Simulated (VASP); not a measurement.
# SnO (Cmc2_1) in VASP: relaxation of cell and atoms with PBE+D3(BJ)

Aim: the relaxation of cell and atoms of SnO with PBE+D3(BJ).

All numbers are computed with VASP 6.6.1; they aren't measurements. Logs are shortened: lines on timing, memory, paths and dates and some standing lists are left out, and cuts for length are marked.

### Step 1. The cell of the first run

It takes space group Cmc2_1 (No. 36, orthorhombic). The conventional cell has a = 5.000 Å, b = 5.720 Å, c = 11.120 Å, α = 90.00°, β = 90.00°, γ = 90.00°. Within 2.8 Å of Sn (site symmetry m) lie 4 O at 2.15 to 2.53 Å. Within 2.6 Å of Sn (site symmetry m) lie 2 O at 1.99 Å. O (site symmetry 1) has 1 O at 1.80 Å and 2 Sn at 1.99 to 2.15 Å within 2.4 Å.

### Step 2. Relaxation of cell and atoms, PBE+D3(BJ)

File INCAR:

```
SYSTEM = SnO
ALGO = Normal ; EDIFF = 1E-6
EDIFFG = -0.005 ; ENCUT = 600
GGA = PE ; IBRION = 2
ISIF = 3 ; ISMEAR = -1
IVDW = 12 ; LASPH = .TRUE.
LCHARG = .FALSE. ; LREAL = .FALSE.
LWAVE = .FALSE. ; NELM = 80
NSW = 80 ; PREC = Accurate
SIGMA = 0.02
```

File KPOINTS:

```
k-points
0
G
  6 6 2
  0 0 0
```

File POSCAR:

```
SnO
1.0
    2.5000000000     -2.8600000000      0.0000000000
    2.5000000000      2.8600000000      0.0000000000
    0.0000000000      0.0000000000     11.1200000000
Sn O
4 4
Direct
    0.0000000000      0.0000000000      0.0000000000
    0.0000000000      0.0000000000      0.5000000000
    0.5590000000      0.4410000000      0.2540000000
    0.4410000000      0.5590000000      0.7540000000
    0.9300000000      0.4300000000      0.3800000000
    0.0700000000      0.5700000000      0.8800000000
    0.5700000000      0.0700000000      0.3800000000
    0.4300000000      0.9300000000      0.8800000000
```

Potentials or basis: VASP PAW PBE potentials, release 64 (Sn_d, O).

Command:

```
> cat potpaw_PBE.64/Sn_d/POTCAR potpaw_PBE.64/O/POTCAR > POTCAR
> mpirun -np 1 vasp_std > vasp.out
```

OUTCAR:

```text
SYSTEM = SnO
   EDIFF = 1E-6
   EDIFFG = -0.005
   ENCUT = 600
   GGA = PE
   IBRION = 2
   ISIF = 3
   ISMEAR = -1
   IVDW = 12
   LASPH = .TRUE.
   LREAL = .FALSE.
   NELM = 80
   NSW = 80
   PREC = Accurate
 IVDW          = 12

 ion  position               nearest neighbor table
   1  0.000  0.000  0.000-   6 2.15   8 2.15   6 2.53   8 2.53   4 3.72   4 3.72   4 3.72
   2  0.000  0.000  0.500-   5 2.15   7 2.15   7 2.53   5 2.53   3 3.72   3 3.72   3 3.72
   3  0.559  0.441  0.254-   5 1.99   7 1.99   7 2.77   5 2.77   2 3.72   2 3.72   2 3.72
   4  0.441  0.559  0.754-   6 1.99   8 1.99   6 2.77   8 2.77   1 3.72   1 3.72   1 3.72
   5  0.930  0.430  0.380-   7 1.80   3 1.99   2 2.15   2 2.53   3 2.77
   6  0.070  0.570  0.880-   8 1.80   4 1.99   1 2.15   1 2.53   4 2.77
   7  0.570  0.070  0.380-   5 1.80   3 1.99   2 2.15   2 2.53   3 2.77
   8  0.430  0.930  0.880-   6 1.80   4 1.99   1 2.15   1 2.53   4 2.77

  LATTYP: Found a base centered orthorhombic cell.
 ALAT       =     5.0000000000
 B/A-ratio  =     1.1440000000
 C/A-ratio  =     2.2240000000

  Lattice vectors:

 A1 = (   2.5000000000,  -2.8600000000,   0.0000000000)
 A2 = (   2.5000000000,   2.8600000000,   0.0000000000)
 A3 = (   0.0000000000,   0.0000000000,  11.1200000000)

Analysis of symmetry for initial positions (statically):
=====================================================================
 Subroutine PRICEL returns:
 Original cell was already a primitive cell.

 Routine SETGRP: Setting up the symmetry group for a
 base centered orthorhombic supercell.

 Subroutine GETGRP returns: Found  4 space group operations
 (whereof  2 operations were pure point group operations)
 out of a pool of  8 trial point group operations.

The static configuration has the point symmetry C_1h.
 The point group associated with its full space group is C_2v.

Analysis of symmetry for dynamics (positions and initial velocities):
=====================================================================
 Subroutine PRICEL returns:
 Original cell was already a primitive cell.

 Routine SETGRP: Setting up the symmetry group for a
 base centered orthorhombic supercell.

 Subroutine GETGRP returns: Found  4 space group operations
 (whereof  2 operations were pure point group operations)
 out of a pool of  8 trial point group operations.

The dynamic configuration has the point symmetry C_1h.
 The point group associated with its full space group is C_2v.

 Subroutine INISYM returns: Found  4 space group operations
 (whereof  2 operations are pure point group operations),
 and found     1 'primitive' translations

----------------------------------------------------------------------------------------

                                     Primitive cell

  volume of cell :     159.0160
[... 85 lines left out ...]
   total plane-waves  NPLWV =  81000
   dimension x,y,z NGX =    30 NGY =   30 NGZ =   90
   dimension x,y,z NGXF=    60 NGYF=   60 NGZF=  180
   ions per type =               4   4
   NGX,Y,Z   is equivalent  to a cutoff of  13.13, 13.13, 13.46 a.u.
   NGXF,Y,Z  is equivalent  to a cutoff of  26.26, 26.26, 26.91 a.u.
 SYSTEM =  SnO
   PREC   = accura    normal or accurate (medium, high low for compatibility)
   ISTART =      0    job   : 0-new  1-cont  2-samecut
   ICHARG =      2    charge: 1-file 2-atom 10-const
   ISPIN  =      1    spin polarized calculation?
   LNONCOLLINEAR =      F non collinear calculations
   LSORBIT =      F    spin-orbit coupling
   LASPH  =      T    aspherical Exc in radial PAW
   ENCUT  =  600.0 eV  44.10 Ry    6.64 a.u.   7.59  7.59 22.21*2*pi/ulx,y,z
   NELM   =     80;   NELMIN=  2; NELMDL= -5     # of ELM steps
   EDIFF  = 0.1E-05   stopping-criterion for ELM
   LREAL  =      F    real-space projection
   EDIFFG = -.5E-02   stopping-criterion for IOM
   NSW    =     80    number of steps for IOM
   IBRION =      2    ionic relax: 0-MD 1-quasi-New 2-CG
   NFREE  =      1    steps in history (QN), initial steepest desc. (CG)
   ISIF   =      3    stress and relaxation
   ISYM   =      2    0-nonsym 1-usesym 2-fastsym
   POTIM  = 0.5000    time-step for ionic-motion
   TEBEG  =    0.0;   TEEND  =   0.0 temperature during run
   PSTRESS=    0.0 pullay stress
   NELECT =      80.0000    total number of electrons
   NUPDOWN=      -1.0000    fix difference up-down
   EMIN   =  10.00;   EMAX   =-10.00  energy-range for DOS
   EFERMI =   0.00;   METHOD = LEGACY
   ISMEAR =    -1;   SIGMA  =   0.02  broadening in eV -4-tet -1-fermi 0-gaus
   EFERMI_NEDOS =   21; number of points for ismear=-14 and -15
   IALGO  =     38    algorithm
   IMIX   =      4    mixing-type and parameters
     AMIX     =   0.40;   BMIX     =  1.00
     AMIX_MAG =   1.60;   BMIX_MAG =  1.00
  volume/ion in A,a.u.               =      19.88       134.14
  Fermi-wavevector in a.u.,A,eV,Ry     =   1.302041  2.460500 23.066092  1.695310
  Thomas-Fermi vector in A             =   2.433135
   LORBIT       =      0    0 simple, 1 ext, 2 COOP (PROOUT), +10 PAW based schemes
   GGA     = PE    functional components
   LHFCALC =     F    Hartree Fock is set to
   AEXX    =    0.0000 exact exchange contribution
   IVDW    =    12    specifies the selected vdW correction
   LEPSILON=     F    determine dielectric tensor
   LRPA    =     F    only Hartree local field effects (RPA)
 conjugate gradient relaxation of ions
 non-spin polarized calculation
  energy-cutoff  :      600.00
  volume of cell :      159.02
 maximum number of plane-waves:      5336
   NGX = 15   NGY = 15   NGZ = 45

--------------------------------------- Ionic step        1  -------------------------------------------

 number of electron      79.9999993 magnetization

 Free energy of the ion-electron system (eV)
  ---------------------------------------------------
  ext. energy  EPLUGINS =         0.00000000
  ---------------------------------------------------
  free energy    TOTEN  =       -37.84184664 eV

  energy without entropy =      -37.83447275  energy(sigma->0) =      -37.83815970

------------------------ aborting loop because EDIFF is reached ----------------------------------------

 Edisp (eV)   -1.66094

 E8    (eV) :    -0.7228
[... 2590 lines left out ...]
     47      11.0940      0.00000
     48      11.0940      0.00000

 [... further k-points ...]

[... ionic steps 4 to 36 ...]

--------------------------------------- Ionic step       37  -------------------------------------------

 number of electron      80.0000031 magnetization

------------------------ aborting loop because EDIFF is reached ----------------------------------------
[... 87 lines left out ...]
--------------------------------------- Ionic step       39  -------------------------------------------

 number of electron      80.0000031 magnetization

 Free energy of the ion-electron system (eV)
  ---------------------------------------------------
  ext. energy  EPLUGINS =         0.00000000
  ---------------------------------------------------
  free energy    TOTEN  =       -45.39270263 eV

  energy without entropy =      -45.39108769  energy(sigma->0) =      -45.39189516

 E-fermi :   7.1384     XC(G=0): -10.3304

 val. band max:        7.1106047097   @ k =   0.5000   0.5000   0.0000
 cond. band min:       7.2067031819   @ k =   0.0000   0.0000   0.0000
 fundamental gap:      0.0960984723
 Fermi energy:         7.1384261907
[... 1263 lines left out ...]
  FREE ENERGIE OF THE ION-ELECTRON SYSTEM (eV)
  ---------------------------------------------------
  free  energy   TOTEN  =       -47.2881341498 eV

  energy  without entropy=      -47.2865192172  energy(sigma->0) =      -47.28732668

 reached required accuracy - stopping structural energy minimisation
```

CONTCAR:

```text
SnO
   1.00000000000000
     2.7074364724045621   -2.7076845458277314    0.0000000000000000
     2.7074364724045621    2.7076845458277314    0.0000000000000000
     0.0000000000000000    0.0000000000000000    9.4771854418860766
  Sn              O
     4     4
Direct
     0.9997093394577007    0.0002906605422993    0.0016235710460756
     0.0002906605422993    0.9997093394577007    0.5016235710460756
     0.5004842649305417    0.4995157350694586    0.2553999362419960
     0.4995157350694586    0.5004842649305417    0.7553999362419959
     0.0004642804039936    0.4995454449138903    0.3784882463559660
     0.9995357195960065    0.5004545550861095    0.8784882463559656
     0.5004545550861095    0.9995357195960065    0.3784882463559660
     0.4995454449138903    0.0004642804039936    0.8784882463559656

  0.00000000E+00  0.00000000E+00  0.00000000E+00
  0.00000000E+00  0.00000000E+00  0.00000000E+00
  0.00000000E+00  0.00000000E+00  0.00000000E+00
  0.00000000E+00  0.00000000E+00  0.00000000E+00
  0.00000000E+00  0.00000000E+00  0.00000000E+00
  0.00000000E+00  0.00000000E+00  0.00000000E+00
  0.00000000E+00  0.00000000E+00  0.00000000E+00
  0.00000000E+00  0.00000000E+00  0.00000000E+00
```

Wall time 44 min (1 thread of Intel Xeon 6975P-C (Granite Rapids), shared host); peak memory 0.42 GiB.

What came out:

* Free energy: -47.2881 eV
* Relaxed volume: 17.37 Å³/atom
* Relaxed cell: a = 3.829 Å, b = 3.829 Å, c = 9.477 Å, α = 90.00°, β = 90.00°, γ = 90.01°
* Space group after relaxing (to 0.1 Å): P4/nmm (No. 129)
* Energy gained by relaxing: 973.2 meV/atom
* Ionic steps: 39
* Pressure after relaxing: 0.0 GPa
* Largest force after relaxing: 0.003 eV/Å
* Band gap on the k mesh: zero (bands 40 and 41 overlap by 0.10 eV)
* Dispersion energy per atom: -0.237 eV

Forces on the atoms (eV/Å):
```
Sn   0.000  0.001 -0.003
Sn   0.000 -0.001 -0.003
Sn   0.000  0.002  0.000
Sn   0.000 -0.002  0.000
O    0.001  0.003  0.001
O   -0.001 -0.003  0.001
O   -0.001  0.003  0.001
O    0.001 -0.003  0.001
```

The path:
| step | energy change (eV) | largest force (eV/Å) | pressure (GPa) | volume (Å³) |
| --- | --- | --- | --- | --- |
| 1 | 0.0000 | 8.9103 | 8.58 | 159.02 |
| 2 | -5.0384 | 3.3026 | -12.61 | 182.96 |
| 3 | -5.8119 | 2.8338 | -9.74 | 174.63 |
| 4 | -7.3147 | 1.5205 | 1.43 | 149.49 |
| 5 | -7.3803 | 0.7632 | -1.48 | 153.22 |
| 6 | -7.5577 | 0.7108 | 0.12 | 149.19 |
| 7 | -7.6040 | 1.0077 | 1.84 | 145.66 |
| 8 | -7.6897 | 0.4358 | -0.86 | 146.62 |
| 9 | -7.6902 | 0.3980 | -1.08 | 146.70 |
| 10 | -7.7371 | 0.2528 | -0.47 | 144.79 |
| 11 | -7.7546 | 0.2073 | 0.35 | 142.68 |
| 12 | -7.7631 | 0.1026 | -0.39 | 142.95 |
| 13 | -7.7634 | 0.1004 | -0.60 | 143.01 |
| 14 | -7.7697 | 0.1059 | -0.10 | 141.70 |
| 15 | -7.7703 | 0.1562 | 0.09 | 141.21 |
| 16 | -7.7743 | 0.0890 | -0.09 | 140.70 |
| 17 | -7.7759 | 0.0778 | -0.29 | 140.14 |
| 18 | -7.7779 | 0.0895 | 0.25 | 138.88 |
| 19 | -7.7779 | 0.0889 | 0.23 | 138.92 |
| 20 | -7.7798 | 0.0781 | 0.01 | 138.61 |
| 21 | -7.7799 | 0.0885 | -0.02 | 138.53 |
| 22 | -7.7814 | 0.0474 | 0.06 | 138.30 |
| 23 | -7.7818 | 0.0378 | 0.15 | 138.12 |
| 24 | -7.7828 | 0.0481 | -0.06 | 138.51 |
| 25 | -7.7831 | 0.0553 | -0.16 | 138.71 |
| 26 | -7.7837 | 0.0289 | 0.02 | 138.67 |
| 27 | -7.7838 | 0.0306 | 0.11 | 138.65 |
| 28 | -7.7843 | 0.0270 | 0.06 | 138.82 |
| 29 | -7.7849 | 0.0263 | -0.04 | 139.30 |
| 30 | -7.7852 | 0.0126 | -0.02 | 139.26 |
| 31 | -7.7852 | 0.0108 | -0.01 | 139.25 |
| 32 | -7.7852 | 0.0086 | -0.01 | 139.21 |
| 33 | -7.7853 | 0.0062 | -0.01 | 139.15 |
| 34 | -7.7853 | 0.0055 | 0.00 | 139.07 |
| 35 | -7.7853 | 0.0138 | 0.05 | 138.90 |
| 36 | -7.7853 | 0.0111 | 0.03 | 138.94 |
| 37 | -7.7853 | 0.0061 | 0.02 | 138.94 |
| 38 | -7.7853 | 0.0057 | 0.01 | 138.93 |
| 39 | -7.7853 | 0.0031 | -0.02 | 138.95 |

Final structure:
```
Sn O
1.0
     2.70744   -2.70768    0.00000
     2.70744    2.70768    0.00000
     0.00000    0.00000    9.47719
Sn O
4 4
Cartesian
  2.7074 -2.7061 0.0154
  2.7074 2.7061 4.7540
  2.7074 -0.0026 2.4205
  2.7074 0.0026 7.1591
  1.3537 1.3514 3.5870
  4.0611 -1.3514 8.3256
  4.0611 1.3514 3.5870
  1.3537 -1.3514 8.3256
```

Caveat: semilocal functionals underestimate gaps, and a narrow one can read as zero; spin-orbit coupling is left out, which moves the levels of the heavy elements.

The gap in the log of VASP goes by the Fermi energy; the results here count the filled bands.